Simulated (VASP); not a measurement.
W:

```
W
1.0
    -1.58234    1.58234    1.58234
     1.58234   -1.58234    1.58234
     1.58234    1.58234   -1.58234
W
1
Direct
  0.00000 0.00000 0.00000
```

- Program: VASP 6.6.1
- Task: relaxation of cell and atoms
- Functional: PBEsol
- Dispersion: D3(BJ)
- Potentials or basis: VASP PAW PBE potentials, release 64 (W_sv)
- Cutoff: 600 eV
- k mesh: 12 × 12 × 12
- Occupations: fermi-dirac, width 0.05 eV
- Spin: no spin polarisation

At the start: pressure -9.9 GPa; volume 15.85 Å³/atom.

**Question.** How do energy, volume and symmetry change on relaxing?

**Answer.** Over 7 steps the energy falls by 15.5 meV/atom and the volume is 15.36 Å³/atom (-3.1 %); space group Im-3m (No. 229, to 0.05 Å).

Step by step:
| step | energy change (eV) | largest force (eV/Å) | pressure (GPa) | volume (Å³) |
| --- | --- | --- | --- | --- |
| 1 | 0.0000 | 0.0000 | -9.87 | 15.85 |
| 2 | 0.2057 | 0.0000 | 47.56 | 13.71 |
| 3 | -0.0154 | 0.0000 | -0.44 | 15.38 |
| 4 | -0.0155 | 0.0000 | -0.06 | 15.36 |
| 5 | -0.0155 | 0.0000 | 0.15 | 15.35 |
| 6 | -0.0154 | 0.0000 | -0.43 | 15.38 |
| 7 | -0.0155 | 0.0000 | 0.02 | 15.36 |

Final structure:
```
W
1.0
    -1.56587    1.56587    1.56587
     1.56587   -1.56587    1.56587
     1.56587    1.56587   -1.56587
W
1
Direct
  0.00000 0.00000 0.00000
```

Caveat: the PAW data sets were made with another functional, which shifts forces and pressure a little; pairwise dispersion overbinds metals, which lowers pressure and volume.
